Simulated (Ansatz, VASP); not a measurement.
**SiC in VASP and in Ansatz**

```xyz
12
Lattice="2.1899 -2.1899 0.0000 2.1899 0.0000 -2.1899 9.6255 9.6255 9.6255" Properties=species:S:1:pos:R:3 pbc="T T T"
Si    5.6569    1.2771    3.4670
Si    3.4670    1.2771    1.2771
Si    7.8467    3.4670    3.4670
Si   12.2264    5.6569    5.6569
Si    7.8467    5.6569    5.6569
Si    3.4670   -0.9127   -0.9127
C     6.7518    2.3721    2.3721
C     2.3721    2.3721    2.3721
C     6.7518    4.5619    4.5619
C    11.1315    6.7518    6.7518
C     6.7518    6.7518    6.7518
C     2.3721    0.1822    0.1822
```

Alike in both runs: task single point; functional PBE; k mesh 10 × 10 × 2; occupations gaussian, width 0.05 eV; no spin polarisation.

|  | VASP | Ansatz |
| --- | --- | --- |
| version | VASP 6.6.1 | Ansatz 0.2.0 |
| potentials or method | VASP PAW PBE potentials, release 64 (Si, C), cutoff 520 eV | scalar-relativistic, plane waves, PAW |
| valence electrons in the cell | 48 | 48 |

|  | VASP | Ansatz | Ansatz less VASP |
| --- | --- | --- | --- |
| gap on the k mesh at the Fermi level (eV) | 0.02 | 0.02 | -0.003 |
| least direct gap on the mesh (eV) | 0.83 | 0.83 | -0.002 |
| pressure (GPa) | -2.1 | -2.1 | +0.04 |
| traceless stress, the component that is largest in VASP (GPa) | -2.09 | -2.06 | +0.031 |
| rms of the force components (eV/Å) | 0.558 | 0.560 | +0.0014 |

Atom by atom the forces differ by 0.003 eV/Å (rms over components).
